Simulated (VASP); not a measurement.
## Pt: single point with PBE

Pt:

```
Pt
1.0
    -1.58850    1.58850    1.58850
     1.58850   -1.58850    1.58850
     1.58850    1.58850   -1.58850
Pt
1
Direct
  0.00000 0.00000 0.00000
```

- Program: VASP 6.6.1
- Task: single point
- Functional: PBE
- Potentials or basis: VASP PAW PBE potentials, release 64 (Pt)
- Cutoff: 520 eV
- k mesh: 17 × 17 × 17
- Occupations: fermi-dirac, width 0.05 eV
- Spin: no spin polarisation

```json
{
  "Pressure": "-3.3 GPa",
  "Band gap on the k mesh": "zero (band 5 reaches 10.89 eV, above the bottom of band 6 at 8.84 eV)"
}
```

Levels at points of the mesh, in eV from the Fermi level:
```
           k point  band 1  band 2  band 3  band 4  band 5  band 6  band 7  band 8  band 9  band 10
(0.00, 0.00, 0.00)   -9.29   -3.34   -3.34   -3.34   -0.92   -0.92   17.15   17.15   17.15    27.01
```

Run time: 8.7 s on 1 thread of Intel(R) Xeon(R) 6975P-C (Granite Rapids), with other jobs on the host, peak memory 0.14 GiB.

Caveat: spin-orbit coupling is left out, which moves the levels of the heavy elements.
